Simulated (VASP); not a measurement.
Here is a VASP 6.6.1 calculation.

The input INCAR:

```
ALGO = Normal ; EDIFF = 1E-6
ENCUT = 500 ; GGA = PE
GGA_COMPAT = F ; ISIF = 2
ISMEAR = 0 ; LASPH = T
LCHARG = F ; LREAL = F
LWAVE = F ; NBANDS = 16
NELM = 120 ; PREC = Accurate
SIGMA = 0.01
```

The input KPOINTS:

```
k-points
0
Gamma
  4 4 4
```

Contents of POSCAR:

```
CdTe
1.0
    0.0000000000      3.2799551146      3.1487569100
    3.2799551146      0.0000000000      3.1487569100
    3.2799551146      3.2799551146      0.0000000000
Cd Te
1 1
Direct
    0.0000000000      0.0000000000      0.0000000000
    0.2500000000      0.2500000000      0.2500000000
```

Potentials or basis: VASP PAW PBE potentials, release 64 (Cd, Te).

Launch:

```sh
$ cat potpaw_PBE.64/Cd/POTCAR potpaw_PBE.64/Te/POTCAR > POTCAR
$ mpirun -np 1 vasp_std > vasp.out
```

Q: What does it give for the pressure?

A: 3.1 GPa.

Q: Estimate the band gap on the k mesh.

A: 0.69 eV, direct.

Stress tensor (GPa, compression positive):
```
2.95 0.00 0.00
0.00 2.95 0.00
0.00 0.00 3.48
```

Caveat: the k points lie up to 0.42 Å⁻¹ apart; the cell differs from its parent crystal (uniaxial z strain -4.0%); spin-orbit coupling is left out, which moves the levels of the heavy elements.
